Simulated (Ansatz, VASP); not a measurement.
Hg2SeO in VASP and in Ansatz

Contents of INCAR:

```
SYSTEM = Hg2SeO
PREC = Accurate ; ENCUT = 520
EDIFF = 1E-6 ; ISMEAR = -1
SIGMA = 0.02 ; LREAL = .False.
LASPH = .True. ; NELM = 60
ALGO = Normal ; ISIF = 2
LWAVE = .False. ; LCHARG = .True.
GGA = PE ; LELF = .True.
LVHAR = .True. ; NBANDS = 26
```

File KPOINTS:

```
regular mesh
0
Gamma
  6 6 4
  0 0 0
```

The input POSCAR:

```
Hg2SeO
1.0
    4.1840376072      0.0000000000      0.0000000000
    0.0000000000      4.1840376072      0.0000000000
    0.0000000000      0.0000000000      5.7871787216
O Hg Se
1 2 1
Direct
    0.0000000000      0.0000000000      0.0000000000
    0.0000000000      0.5000000000      0.7999568980
    0.5000000000      0.0000000000      0.2000431020
    0.5000000000      0.5000000000      0.5000000000
```

Input for Ansatz:

```yaml
crystal:
  lattice:
    - [4.1840376072, 0.0, 0.0]
    - [0.0, 4.1840376072, 0.0]
    - [0.0, 0.0, 5.7871787216]
  atoms:
    - { symbol: O, position: [0.0, 0.0, 0.0] }
    - { symbol: Hg, position: [0.0, 0.5, 0.799956898] }
    - { symbol: Se, position: [0.5, 0.5, 0.5] }
    - { symbol: Hg, position: [0.5, 0.0, 0.200043102] }
kpoints:
  mp_grid: { grid: [6, 6, 4] }
hamiltonian:
  xc: pbe
scf:
  occupations: { method: fermi_dirac, width: 0.02 }
  n_extra_bands: 5
output:
  forces: true
  stress: true
  eigenvalues: true
```

Alike in both runs: task single point; functional PBE; k mesh 6 × 6 × 4; occupations fermi-dirac, width 0.02 eV; no spin polarisation.

```csv
,VASP,Ansatz
version,VASP 6.6.1,Ansatz 0.2.0
potentials or method,"VASP PAW PBE potentials, release 64 (O, Hg, Se)","plane waves, PAW"
plane-wave cutoff (eV),520,420
valence electrons in the cell,36,62
```

Ansatz gave:

| Quantity | Value |
| --- | --- |
| pressure (GPa) | -2.9 |
| rms of the force components (eV/Å) | 0.019 |

What did VASP give for the same quantities?

Pressure (GPa): -2.6; rms of the force components (eV/Å): 0.025.

VASP's potentials hold 36 valence electrons a cell and Ansatz's 62, so a difference there can come from the potentials and not from the codes.

Spin-orbit coupling is off throughout.
